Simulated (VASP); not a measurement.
# InSe in VASP: single point with PBE+D3(BJ)

Aim: the single point of InSe with PBE+D3(BJ).

Everything below comes from runs of VASP 6.6.1. Logs are shortened: lines on timing, memory, paths and dates and some standing lists are left out, and cuts for length are marked.

### Step 1. The cell of the first run

The cell holds a slab with vacuum, 8 atoms: a = 4.027 Å, b = 4.027 Å, c = 28.271 Å, α = 90.00°, β = 90.00°, γ = 120.00°.

### Step 2. Single point, PBE+D3(BJ) (layers slid over each other, then relaxed in part)

Input file INCAR:

```
PREC = Accurate
ENCUT = 400
EDIFF = 1E-6
ISMEAR = 0
SIGMA = 0.05
LREAL = F
LASPH = T
NELM = 120
ALGO = Normal
ISIF = 2
LWAVE = F
LCHARG = F
LDIPOL = T
IDIPOL = 3
DIPOL = 0.5 0.5 0.410
GGA = PE
IVDW = 12
NBANDS = 48
GGA_COMPAT = F
NELMDL = -8
```

Input file KPOINTS:

```
Automatic mesh
0
Gamma
  9 9 1
```

Input file POSCAR:

```
InSe
1.0
    4.0266104808      0.0000000000      0.0000000000
   -2.0133052404      3.4871469675      0.0000000000
    0.0000000000      0.0000000000     28.2707100106
Se In
4 4
Direct
    0.0000000000      0.0000000000      0.1591753443
    0.0000000000      0.0000000000      0.3495374421
    0.1666666666      0.3333333333      0.4705636560
    0.1666666666      0.3333333333      0.6609552325
    0.6666666667      0.3333333333      0.2049586283
    0.6666666667      0.3333333333      0.3037944432
    0.8333333334      0.6666666667      0.5163164175
    0.8333333334      0.6666666667      0.6151575262
```

Potentials or basis: VASP PAW PBE potentials, release 64 (Se, In_d).

Command:

```sh
> cat potpaw_PBE.64/Se/POTCAR potpaw_PBE.64/In_d/POTCAR > POTCAR
> mpirun -np 1 vasp_std > vasp.out
```

OUTCAR:

```text
PREC = Accurate
   ENCUT = 400
   EDIFF = 1E-6
   ISMEAR = 0
   LREAL = F
   LASPH = T
   NELM = 120
   ISIF = 2
   GGA = PE
   IVDW = 12
   NELMDL = -8
 IVDW          = 12

 ion  position               nearest neighbor table
   1  0.000  0.000  0.159-   5 2.66   5 2.66   5 2.66
   2  0.000  0.000  0.350-   6 2.66   6 2.66   6 2.66
   3  0.167  0.333  0.471-   7 2.66   7 2.66   7 2.66
   4  0.167  0.333  0.661-   8 2.66   8 2.66   8 2.66
   5  0.667  0.333  0.205-   1 2.66   1 2.66   1 2.66   6 2.79
   6  0.667  0.333  0.304-   2 2.66   2 2.66   2 2.66   5 2.79
   7  0.833  0.667  0.516-   3 2.66   3 2.66   3 2.66   8 2.79
   8  0.833  0.667  0.615-   4 2.66   4 2.66   4 2.66   7 2.79

  LATTYP: Found a hexagonal cell.
 ALAT       =     4.0266104808
 C/A-ratio  =     7.0209696581

  Lattice vectors:

 A1 = (   4.0266104808,   0.0000000000,   0.0000000000)
 A2 = (  -2.0133052404,   3.4871469675,   0.0000000000)
 A3 = (   0.0000000000,   0.0000000000,  28.2707100106)

Analysis of symmetry for initial positions (statically):
=====================================================================
 Subroutine PRICEL returns:
 Original cell was already a primitive cell.

 Routine SETGRP: Setting up the symmetry group for a
 hexagonal supercell.

 Subroutine GETGRP returns: Found  2 space group operations
 (whereof  2 operations were pure point group operations)
 out of a pool of 24 trial point group operations.

The static configuration has the point symmetry C_1h.

Analysis of symmetry for dynamics (positions and initial velocities):
=====================================================================
 Subroutine PRICEL returns:
 Original cell was already a primitive cell.

 Routine SETGRP: Setting up the symmetry group for a
 hexagonal supercell.

 Subroutine GETGRP returns: Found  2 space group operations
 (whereof  2 operations were pure point group operations)
 out of a pool of 24 trial point group operations.

The dynamic configuration has the point symmetry C_1h.

 Subroutine INISYM returns: Found  2 space group operations
 (whereof  2 operations are pure point group operations),
 and found     1 'primitive' translations

----------------------------------------------------------------------------------------

                                     Primitive cell

  volume of cell :     396.9599

  direct lattice vectors                    reciprocal lattice vectors
     4.026610481  0.000000000  0.000000000     0.248347836  0.143383690  0.000000000
    -2.013305240  3.487146968  0.000000000     0.000000000  0.286767380  0.000000000
     0.000000000  0.000000000 28.270710011     0.000000000  0.000000000  0.035372299

  length of vectors
     4.026610481  4.026610481 28.270710011     0.286767380  0.286767380  0.035372299

  position of ions in fractional coordinates (direct lattice)
     0.000000000  0.000000000  0.159175344
     0.000000000  0.000000000  0.349537442
     0.166666667  0.333333333  0.470563656
     0.166666667  0.333333333  0.660955233
     0.666666667  0.333333333  0.204958628
     0.666666667  0.333333333  0.303794443
     0.833333333  0.666666667  0.516316418
     0.833333333  0.666666667  0.615157526

  ion indices of the primitive-cell ions
   primitive index   ion index
                 1           1
                 2           2
                 3           3
                 4           4
                 5           5
                 6           6
                 7           7
                 8           8

----------------------------------------------------------------------------------------

 KPOINTS: Automatic mesh

Automatic generation of k-mesh.
 Grid dimensions read from file:
 generate k-points for:    9    9    1

 Generating k-lattice:

  Cartesian coordinates                     Fractional coordinates (reciprocal lattice)
     0.027594204  0.015931521  0.000000000     0.111111111 -0.000000000  0.000000000
     0.000000000  0.031863042  0.000000000     0.000000000  0.111111111  0.000000000
     0.000000000  0.000000000  0.035372299     0.000000000  0.000000000  1.000000000

  Length of vectors
     0.031863042  0.031863042  0.035372299

  Shift w.r.t. Gamma in fractional coordinates (k-lattice)
     0.000000000  0.000000000  0.000000000

 Subroutine IBZKPT returns following result:
 ===========================================

 Found     25 irreducible k-points:

 Following reciprocal coordinates:
            Coordinates               Weight
  0.000000  0.000000  0.000000      1.000000
  0.111111  0.000000  0.000000      4.000000
  0.000000  0.111111  0.000000      2.000000
  0.222222 -0.000000  0.000000      4.000000
  0.000000  0.222222  0.000000      2.000000
  0.333333 -0.000000  0.000000      4.000000
[... 16 lines left out ...]
 -0.222222 -0.444444  0.000000      4.000000
  0.444444  0.333333  0.000000      4.000000
   k-points           NKPTS =     25   k-points in BZ     NKDIM =     25   number of bands    NBANDS=     48
   number of dos      NEDOS =    301   number of ions     NIONS =      8
   total plane-waves  NPLWV = 150528
   dimension x,y,z NGX =    28 NGY =   28 NGZ =  192
   dimension x,y,z NGXF=    56 NGYF=   56 NGZF=  384
   ions per type =               4   4
   NGX,Y,Z   is equivalent  to a cutoff of  11.56, 11.56, 11.29 a.u.
   NGXF,Y,Z  is equivalent  to a cutoff of  23.12, 23.12, 22.58 a.u.
 SYSTEM =  unknown system
   PREC   = accura    normal or accurate (medium, high low for compatibility)
   ISTART =      0    job   : 0-new  1-cont  2-samecut
   ICHARG =      2    charge: 1-file 2-atom 10-const
   ISPIN  =      1    spin polarized calculation?
   LNONCOLLINEAR =      F non collinear calculations
   LSORBIT =      F    spin-orbit coupling
   LASPH  =      T    aspherical Exc in radial PAW
   ENCUT  =  400.0 eV  29.40 Ry    5.42 a.u.   6.57  6.57 46.10*2*pi/ulx,y,z
   NELM   =    120;   NELMIN=  2; NELMDL= -8     # of ELM steps
   EDIFF  = 0.1E-05   stopping-criterion for ELM
   LREAL  =      F    real-space projection
   EDIFFG = 0.1E-04   stopping-criterion for IOM
   NSW    =      0    number of steps for IOM
   IBRION =     -1    ionic relax: 0-MD 1-quasi-New 2-CG
   NFREE  =      0    steps in history (QN), initial steepest desc. (CG)
   ISIF   =      2    stress and relaxation
   ISYM   =      2    0-nonsym 1-usesym 2-fastsym
   POTIM  = 0.5000    time-step for ionic-motion
   TEBEG  =    0.0;   TEEND  =   0.0 temperature during run
   PSTRESS=    0.0 pullay stress
   NELECT =      76.0000    total number of electrons
   NUPDOWN=      -1.0000    fix difference up-down
   EMIN   =  10.00;   EMAX   =-10.00  energy-range for DOS
   EFERMI =   0.00;   METHOD = LEGACY
   ISMEAR =     0;   SIGMA  =   0.05  broadening in eV -4-tet -1-fermi 0-gaus
   EFERMI_NEDOS =   21; number of points for ismear=-14 and -15
   IALGO  =     38    algorithm
   IMIX   =      4    mixing-type and parameters
     AMIX     =   0.40;   BMIX     =  1.00
     AMIX_MAG =   1.60;   BMIX_MAG =  1.00
  volume/ion in A,a.u.               =      49.62       334.85
  Fermi-wavevector in a.u.,A,eV,Ry     =   0.943548  1.783046 12.113024  0.890282
  Thomas-Fermi vector in A             =   2.071266
   LORBIT       =      0    0 simple, 1 ext, 2 COOP (PROOUT), +10 PAW based schemes
   GGA     = PE    functional components
   LHFCALC =     F    Hartree Fock is set to
   AEXX    =    0.0000 exact exchange contribution
   IVDW    =    12    specifies the selected vdW correction
   LEPSILON=     F    determine dielectric tensor
   LRPA    =     F    only Hartree local field effects (RPA)
 non-spin polarized calculation
 Gauss-broadening in eV      SIGMA  =   0.05
  energy-cutoff  :      400.00
  volume of cell :      396.96
 maximum number of plane-waves:      7281
 NGX is ok and might be reduce to    28
   NGX = 13   NGY = 13   NGZ = 93

 dipolmoment           0.000000      0.000000      0.000371 electrons x Angstroem

 number of electron      75.9999984 magnetization

 dipolmoment           0.000000      0.000000     -0.000009 electrons x Angstroem

 Free energy of the ion-electron system (eV)
  ---------------------------------------------------
  ext. energy  EPLUGINS =         0.00000000
  ---------------------------------------------------
  free energy    TOTEN  =       -28.36819331 eV

  energy without entropy =      -28.36819331  energy(sigma->0) =      -28.36819331

 E-fermi :   0.0889     XC(G=0):  -5.6711

 val. band max:       -0.1869209471   @ k =   0.1111   0.0000   0.0000
 cond. band min:       0.9393336094   @ k =   0.0000   0.0000   0.0000
 fundamental gap:      1.1262545565
 Fermi energy:         0.0888657596

 k-point     1 :       0.0000    0.0000    0.0000
  band No.  band energies     occupation
      1     -14.5166      2.00000
      2     -14.5162      2.00000
      3     -14.3336      2.00000
      4     -14.3334      2.00000
      5     -14.3328      2.00000
      6     -14.3321      2.00000
[... 40 lines left out ...]
     47       5.0338      0.00000
     48       5.2117      0.00000

 k-point     2 :       0.1111    0.0000    0.0000
  band No.  band energies     occupation
      1     -14.5161      2.00000
      2     -14.5156      2.00000
      3     -14.3743      2.00000
      4     -14.3721      2.00000
      5     -14.3316      2.00000
      6     -14.3306      2.00000
[... 40 lines left out ...]
     47       5.0928      0.00000
     48       5.2003      0.00000

 k-point     3 :       0.0000    0.1111    0.0000
  band No.  band energies     occupation
      1     -14.5161      2.00000
      2     -14.5156      2.00000
      3     -14.3743      2.00000
      4     -14.3718      2.00000
      5     -14.3316      2.00000
      6     -14.3310      2.00000
[... 40 lines left out ...]
     47       5.0849      0.00000
     48       5.2076      0.00000

 k-point     4 :       0.2222   -0.0000    0.0000
  band No.  band energies     occupation
      1     -14.5303      2.00000
      2     -14.5279      2.00000
      3     -14.4430      2.00000
      4     -14.4397      2.00000
      5     -14.3887      2.00000
      6     -14.3851      2.00000
[... 958 lines left out ...]
     47       5.2665      0.00000
     48       5.3454      0.00000

 k-point    23 :      -0.2222   -0.4444    0.0000
  band No.  band energies     occupation
      1     -14.6263      2.00000
      2     -14.6204      2.00000
      3     -14.5251      2.00000
      4     -14.5210      2.00000
      5     -14.4592      2.00000
      6     -14.4588      2.00000
[... 40 lines left out ...]
     47       5.2507      0.00000
     48       5.3540      0.00000

 k-point    24 :       0.4444    0.3333    0.0000
  band No.  band energies     occupation
      1     -14.6268      2.00000
      2     -14.6202      2.00000
      3     -14.5254      2.00000
      4     -14.5208      2.00000
      5     -14.4592      2.00000
      6     -14.4588      2.00000
[... 40 lines left out ...]
     47       5.2601      0.00000
     48       5.3450      0.00000

 [... further k-points ...]

------------------------ aborting loop because EDIFF is reached ----------------------------------------

 vacuum level on the upper side and lower side of the slab       (xc-potential included)        -0.148        -0.149

 Edisp (eV)   -2.00671

 E8    (eV) :    -0.9406

  FORCE on cell =-STRESS in cart. coord.  units (eV):
  Direction    XX          YY          ZZ          XY          YZ          ZX
  --------------------------------------------------------------------------------------
  -------------------------------------------------------------------------------------
  Total      -0.08984     0.01043    -0.00860     0.00000     0.24181     0.00000
  in kB      -0.36260     0.04210    -0.03471     0.00000     0.97597     0.00000
  external pressure =       -0.12 kB  Pullay stress =        0.00 kB

 VOLUME and BASIS-vectors are now :
 -----------------------------------------------------------------------------
  energy-cutoff  :      400.00
  volume of cell :      396.96
      direct lattice vectors                 reciprocal lattice vectors
     4.026610481  0.000000000  0.000000000     0.248347836  0.143383690  0.000000000
    -2.013305240  3.487146968  0.000000000     0.000000000  0.286767380  0.000000000
     0.000000000  0.000000000 28.270710011     0.000000000  0.000000000  0.035372299

 POSITION                                       TOTAL-FORCE (eV/Angst)
 -----------------------------------------------------------------------------------
      0.00000      0.00000      4.50000         0.000000     -0.001836     -0.018940
      0.00000      0.00000      9.88167        -0.000000     -0.063454      0.017463
     -0.00000      1.16238     13.30317        -0.000000      0.056670     -0.016652
     -0.00000      1.16238     18.68567         0.000000      0.000910      0.016047
      2.01331      1.16238      5.79433         0.000000     -0.004998      0.015765
      2.01331      1.16238      8.58848         0.000000      0.009801     -0.015934
      2.01331      2.32476     14.59663         0.000000     -0.000247      0.016234
      2.01331      2.32476     17.39094         0.000000      0.003154     -0.013983
 -----------------------------------------------------------------------------------
    total drift:                                0.000000      0.000196     -0.000009

  FREE ENERGIE OF THE ION-ELECTRON SYSTEM (eV)
  ---------------------------------------------------
  free  energy   TOTEN  =       -30.3749059183 eV

  energy  without entropy=      -30.3749059183  energy(sigma->0) =      -30.37490592

 vacuum level on the upper side and lower side of the slab         5.366         5.366
```

Run time: 6.7 min. Hardware: 1 thread of Intel Xeon 6975P-C (Granite Rapids), shared host; peak memory 0.52 GiB.

Results:

* Free energy: -30.3749 eV
* Largest force: 0.066 eV/Å
* Band gap on the k mesh: 1.13 eV (least direct gap 1.18 eV)
* Dispersion energy per atom: -0.251 eV

Forces on the atoms (eV/Å):
```
Se   0.000 -0.002 -0.019
Se   0.000 -0.063  0.017
Se   0.000  0.057 -0.017
Se   0.000  0.001  0.016
In   0.000 -0.005  0.016
In   0.000  0.010 -0.016
In   0.000  0.000  0.016
In   0.000  0.003 -0.014
```

Levels at points of the mesh, in eV from the valence-band top:
```
           k point  band 36  band 37  band 38  band 39  band 40  band 41
(0.00, 0.00, 0.00)    -0.69    -0.67    -0.05     1.13     1.65     2.48
```

Caveat: the cell differs from its parent crystal (layers slid over each other, then relaxed in part); spin-orbit coupling is left out, which moves the levels of the heavy elements.
